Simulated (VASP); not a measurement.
# Ga (I4/mmm) in VASP: notebook, part 3 of 3

VASP 6.6.1. The steps go on from the part before.

**6. Single point, PBE**

This run uses another cell than the first one, of 17.72 Å³/atom.

Contents of INCAR:

```
ALGO = Fast ; EDIFF = 1E-7
ENCUT = 520 ; GGA = PE
ISIF = 2 ; ISMEAR = 0
LASPH = True ; LCHARG = True
LELF = True ; LREAL = False
LVHAR = True ; LWAVE = False
NBANDS = 12 ; NELM = 80
PREC = Accurate ; SIGMA = 0.011
```

Contents of KPOINTS:

```
k-points
0
Gamma
  13 13 13
```

Contents of POSCAR:

```
Ga
1.0
   -1.3843987196      1.3843987196      2.3112238365
    1.3843987196     -1.3843987196      2.3112238365
    1.3843987196      1.3843987196     -2.3112238365
Ga
1
Direct
    0.0000000000      0.0000000000      0.0000000000
```

Potentials or basis: VASP PAW PBE potentials, release 64 (Ga_d).

Run with:

```bash
$ cat potpaw_PBE.64/Ga_d/POTCAR > POTCAR
$ mpirun -np 1 vasp_std > vasp.out
```

OUTCAR:

```text
EDIFF = 1E-7
   ENCUT = 520
   GGA = PE
   ISIF = 2
   ISMEAR = 0
   LASPH = True
   LREAL = False
   NELM = 80
   PREC = Accurate

 ion  position               nearest neighbor table
   1  0.000  0.000  0.000-

  LATTYP: Found a body centered tetragonal cell.
 ALAT       =     2.7687974392
 C/A-ratio  =     1.6694784557

  Lattice vectors:

 A1 = (  -1.3843987196,   1.3843987196,   2.3112238365)
 A2 = (   1.3843987196,  -1.3843987196,   2.3112238365)
 A3 = (   1.3843987196,   1.3843987196,  -2.3112238365)

Analysis of symmetry for initial positions (statically):
=====================================================================
 Subroutine PRICEL returns:
 Original cell was already a primitive cell.

 Routine SETGRP: Setting up the symmetry group for a
 body centered tetragonal supercell.

 Subroutine GETGRP returns: Found 16 space group operations
 (whereof 16 operations were pure point group operations)
 out of a pool of 16 trial point group operations.

The static configuration has the point symmetry D_4h.

Analysis of symmetry for dynamics (positions and initial velocities):
=====================================================================
 Subroutine PRICEL returns:
 Original cell was already a primitive cell.

 Routine SETGRP: Setting up the symmetry group for a
 body centered tetragonal supercell.

 Subroutine GETGRP returns: Found 16 space group operations
 (whereof 16 operations were pure point group operations)
 out of a pool of 16 trial point group operations.

The dynamic configuration has the point symmetry D_4h.

 Subroutine INISYM returns: Found 16 space group operations
 (whereof 16 operations are pure point group operations),
 and found     1 'primitive' translations

----------------------------------------------------------------------------------------

                                     Primitive cell

  volume of cell :      17.7184

  direct lattice vectors                    reciprocal lattice vectors
    -1.384398720  1.384398720  2.311223836     0.000000000  0.361167627  0.216335602
     1.384398720 -1.384398720  2.311223836     0.361167627  0.000000000  0.216335602
     1.384398720  1.384398720 -2.311223836     0.361167627  0.361167627  0.000000000

  length of vectors
     3.029005654  3.029005654  3.029005654     0.421002550  0.421002550  0.510768156

  position of ions in fractional coordinates (direct lattice)
     0.000000000  0.000000000  0.000000000

  ion indices of the primitive-cell ions
   primitive index   ion index
                 1           1

----------------------------------------------------------------------------------------

 KPOINTS: k-points

Automatic generation of k-mesh.
 Grid dimensions read from file:
 generate k-points for:   13   13   13

 Generating k-lattice:

  Cartesian coordinates                     Fractional coordinates (reciprocal lattice)
     0.000000000  0.027782125  0.016641200     0.076923077  0.000000000  0.000000000
     0.027782125  0.000000000  0.016641200     0.000000000  0.076923077  0.000000000
     0.027782125  0.027782125  0.000000000     0.000000000  0.000000000  0.076923077

  Length of vectors
     0.032384812  0.032384812  0.039289858

  Shift w.r.t. Gamma in fractional coordinates (k-lattice)
     0.000000000  0.000000000  0.000000000

 Subroutine IBZKPT returns following result:
 ===========================================

 Found    196 irreducible k-points:

 Following reciprocal coordinates:
            Coordinates               Weight
  0.000000  0.000000  0.000000      1.000000
  0.076923 -0.000000  0.000000      8.000000
  0.153846 -0.000000  0.000000      8.000000
  0.230769  0.000000  0.000000      8.000000
  0.307692 -0.000000  0.000000      8.000000
  0.384615  0.000000 -0.000000      8.000000
[... 16 lines left out ...]
  0.384615  0.153846  0.000000     16.000000
  0.461538  0.153846 -0.000000     16.000000
 [... further k-points ...]
   k-points           NKPTS =    196   k-points in BZ     NKDIM =    196   number of bands    NBANDS=     12
   number of dos      NEDOS =    301   number of ions     NIONS =      1
   total plane-waves  NPLWV =  13824
   dimension x,y,z NGX =    24 NGY =   24 NGZ =   24
   dimension x,y,z NGXF=    48 NGYF=   48 NGZF=   48
   ions per type =               1
   NGX,Y,Z   is equivalent  to a cutoff of  13.17, 13.17, 13.17 a.u.
   NGXF,Y,Z  is equivalent  to a cutoff of  26.34, 26.34, 26.34 a.u.
 SYSTEM =  unknown system
   PREC   = accura    normal or accurate (medium, high low for compatibility)
   ISTART =      0    job   : 0-new  1-cont  2-samecut
   ICHARG =      2    charge: 1-file 2-atom 10-const
   ISPIN  =      1    spin polarized calculation?
   LNONCOLLINEAR =      F non collinear calculations
   LSORBIT =      F    spin-orbit coupling
   LASPH  =      T    aspherical Exc in radial PAW
   ENCUT  =  520.0 eV  38.22 Ry    6.18 a.u.   5.63  5.63  5.63*2*pi/ulx,y,z
   NELM   =     80;   NELMIN=  2; NELMDL= -5     # of ELM steps
   EDIFF  = 0.1E-06   stopping-criterion for ELM
   LREAL  =      F    real-space projection
   EDIFFG = 0.1E-05   stopping-criterion for IOM
   NSW    =      0    number of steps for IOM
   IBRION =     -1    ionic relax: 0-MD 1-quasi-New 2-CG
   NFREE  =      0    steps in history (QN), initial steepest desc. (CG)
   ISIF   =      2    stress and relaxation
   ISYM   =      2    0-nonsym 1-usesym 2-fastsym
   POTIM  = 0.5000    time-step for ionic-motion
   TEBEG  =    0.0;   TEEND  =   0.0 temperature during run
   PSTRESS=    0.0 pullay stress
   NELECT =      13.0000    total number of electrons
   NUPDOWN=      -1.0000    fix difference up-down
   EMIN   =  10.00;   EMAX   =-10.00  energy-range for DOS
   EFERMI =   0.00;   METHOD = LEGACY
   ISMEAR =     0;   SIGMA  =   0.01  broadening in eV -4-tet -1-fermi 0-gaus
   EFERMI_NEDOS =   21; number of points for ismear=-14 and -15
   IALGO  =     68    algorithm
   IMIX   =      4    mixing-type and parameters
     AMIX     =   0.40;   BMIX     =  1.00
     AMIX_MAG =   1.60;   BMIX_MAG =  1.00
  volume/ion in A,a.u.               =      17.72       119.57
  Fermi-wavevector in a.u.,A,eV,Ry     =   1.476549  2.790273 29.663375  2.180197
  Thomas-Fermi vector in A             =   2.591062
   LORBIT       =      0    0 simple, 1 ext, 2 COOP (PROOUT), +10 PAW based schemes
   GGA     = PE    functional components
   LHFCALC =     F    Hartree Fock is set to
   AEXX    =    0.0000 exact exchange contribution
   IVDW    =     0    specifies the selected vdW correction
   LEPSILON=     F    determine dielectric tensor
   LRPA    =     F    only Hartree local field effects (RPA)
 non-spin polarized calculation
 RMM-DIIS sequential band-by-band and
 Gauss-broadening in eV      SIGMA  =   0.01
  energy-cutoff  :      520.00
  volume of cell :       17.72
 maximum number of plane-waves:       487
   NGX = 11   NGY = 11   NGZ = 11

 number of electron      12.9999997 magnetization

 Free energy of the ion-electron system (eV)
  ---------------------------------------------------
  ext. energy  EPLUGINS =         0.00000000
  ---------------------------------------------------
  free energy    TOTEN  =        -2.87480434 eV

  energy without entropy =       -2.87478537  energy(sigma->0) =       -2.87479485

 E-fermi :   6.0888     XC(G=0): -11.3348

 val. band max:        6.0785083346   @ k =  -0.1538  -0.3846   0.0769
 cond. band min:       6.1387254558   @ k =  -0.3077  -0.3846   0.0769
 fundamental gap:      0.0602171213
 Fermi energy:         6.0887601940

 k-point     1 :       0.0000    0.0000    0.0000
  band No.  band energies     occupation
      1      -8.9573      2.00000
      2      -8.7995      2.00000
      3      -8.7635      2.00000
      4      -8.7635      2.00000
      5      -8.5997      2.00000
      6      -5.3860      2.00000
      7      18.8458      0.00000
      8      19.1543      0.00000
      9      19.1543      0.00000
     10      22.5184      0.00000
     11      22.7284      0.00000
     12      23.4639      0.00000
[... 331 lines left out ...]
 k-point    24 :       0.4615    0.1538   -0.0000
  band No.  band energies     occupation
      1      -8.9029      2.00000
      2      -8.8362      2.00000
      3      -8.7687      2.00000
      4      -8.6517      2.00000
      5      -8.5550      2.00000
      6       1.7651      2.00000
      7       2.5843      2.00000
      8      12.6467      0.00000
      9      14.4246      0.00000
     10      18.2809      0.00000
     11      20.6414      0.00000
     12      26.9777      0.00000

 [... further k-points ...]

------------------------ aborting loop because EDIFF is reached ----------------------------------------

  FORCE on cell =-STRESS in cart. coord.  units (eV):
  Direction    XX          YY          ZZ          XY          YZ          ZX
  --------------------------------------------------------------------------------------
  -------------------------------------------------------------------------------------
  Total        0.3795147      0.3795147      0.3709643      0.0000000     -0.0000000      0.0000000
  in kB       34.3174378     34.3174378     33.5442675      0.0000000     -0.0000000      0.0000000
  external PRESSURE =      34.0597144 kB  Pullay stress =       0.0000000 kB

 VOLUME and BASIS-vectors are now :
 -----------------------------------------------------------------------------
  energy-cutoff  :      520.00
  volume of cell :       17.72
      direct lattice vectors                 reciprocal lattice vectors
    -1.384398720  1.384398720  2.311223836     0.000000000  0.361167627  0.216335602
     1.384398720 -1.384398720  2.311223836     0.361167627  0.000000000  0.216335602
     1.384398720  1.384398720 -2.311223836     0.361167627  0.361167627  0.000000000

 POSITION                                       TOTAL-FORCE (eV/Angst)
 -----------------------------------------------------------------------------------
      0.00000      0.00000      0.00000         0.000000     -0.000000     -0.000000
 -----------------------------------------------------------------------------------
    total drift:                                0.000000      0.000000      0.000000

  FREE ENERGIE OF THE ION-ELECTRON SYSTEM (eV)
  ---------------------------------------------------
  free  energy   TOTEN  =        -2.8748043364 eV

  energy  without entropy=       -2.8747853731  energy(sigma->0) =       -2.87479485
```

It took 64 s on 1 thread of AMD EPYC 7R13, shared host; peak memory 0.13 GiB.

What came out:

- Free energy: -2.8748 eV
- Pressure: 3.4 GPa
- Band gap on the k mesh: zero (an odd number of electrons rules out a gap without spin polarisation)

Levels at points of the mesh, in eV from the Fermi level:
```tsv
k point	band 4	band 5	band 6	band 7	band 8	band 9
(0.00, 0.00, 0.00)	-14.85	-14.69	-11.47	12.76	13.07	13.07
```

Caveat: the cell stands under pressure.

**7. Summary**

| level | potentials or basis | cell | k mesh | smearing | grid for exact exchange (PRECFOCK) | share of exact exchange | gap on the mesh (eV) | pressure (GPa) |
| --- | --- | --- | --- | --- | --- | --- | --- | --- |
| PBE0 | VASP PAW PBE potentials, release 64 (Ga_d) | a = 3.049 Å, angles 125.6, 125.6, 80.5°, 1 atom | 6 × 6 × 6 | fermi-dirac 0.05 eV | Normal | 0.25 | none | 1.4 |
| PBE0 | VASP PAW PBE potentials, release 64 (Ga_d) | a = 3.069 Å, angles 125.6, 125.6, 80.5°, 1 atom | 6 × 6 × 6 | fermi-dirac 0.05 eV | Normal | 0.25 | none | 0.3 |
| PBEsol-based global hybrid with 25 % exact exchange | VASP PAW PBE potentials, release 64 (Ga_d) | a = 3.029 Å, angles 125.6, 125.6, 80.5°, 1 atom | 7 × 7 × 7 | fermi-dirac 0.05 eV | Normal | 0.25 | none | -0.2 |
| LDA | VASP PAW LDA potentials, release 64 (Ga_d) | a = 2.991 Å, angles 125.7, 125.7, 80.5°, 1 atom | 13 × 13 × 13 | fermi-dirac 0.05 eV | - | - | none | 0.0 |
| PBE | VASP PAW PBE potentials, release 64 (Ga_d) | a = 3.029 Å, angles 125.6, 125.6, 80.5°, 1 atom | 13 × 13 × 13 | gaussian 0.011 eV | - | - | none | 3.4 |

Alike in all rows: task single point; no spin polarisation; cutoff (eV) 520.

Caveats: some runs use coarse meshes; the PAW data sets were made with another functional, which shifts forces and pressure a little (at least some runs); the cell stands under pressure (at least some runs).

Absolute energies hang on the potentials; compare differences alone.

The gap in the log of VASP goes by the Fermi energy; the results here count the filled bands.